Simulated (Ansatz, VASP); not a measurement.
# HRh6: VASP beside Ansatz

```
Rh H
1.0
     5.41659    0.00000    0.00000
    -2.70829    4.69090    0.00000
     0.00000    0.00000   22.29661
Rh H
12 2
Direct
  0.33333 0.16667 0.17940
  0.33333 0.66667 0.17940
  0.83333 0.16667 0.17940
  0.83333 0.66667 0.17940
  0.16667 0.33333 0.27578
  0.16667 0.83333 0.27578
  0.66667 0.33333 0.27578
  0.66667 0.83333 0.27578
  0.00000 0.00000 0.37210
  0.00000 0.50000 0.37210
  0.50000 0.00000 0.37210
  0.50000 0.50000 0.37210
  0.21003 0.42006 0.53356
  0.28997 0.57994 0.53356
```

Alike in both runs: task single point; functional PBE; k mesh 6 × 6 × 1; occupations gaussian, width 0.1 eV; no spin polarisation.

```csv
,VASP,Ansatz
version,VASP 6.6.1,Ansatz 0.2.0
potentials or method,"VASP PAW PBE potentials, release 64 (Rh_pv, H), cutoff 520 eV","scalar-relativistic, plane waves, PAW"
valence electrons in the cell,182,206
```

|  | VASP | Ansatz | Ansatz less VASP |
| --- | --- | --- | --- |
| gap on the k mesh at the Fermi level (eV) | none | none | - |
| rms of the force components (eV/Å) | 0.008 | 0.011 | +0.0033 |

Atom by atom the forces differ by 0.006 eV/Å (rms over components). A gap of «none» marks a metal or a gap that the smearing closes. With one functional, cell and mesh, what is left measures potentials, basis and numerics. VASP's potentials hold 182 valence electrons a cell and Ansatz's 206, so a difference there can come from the potentials and not from the codes.
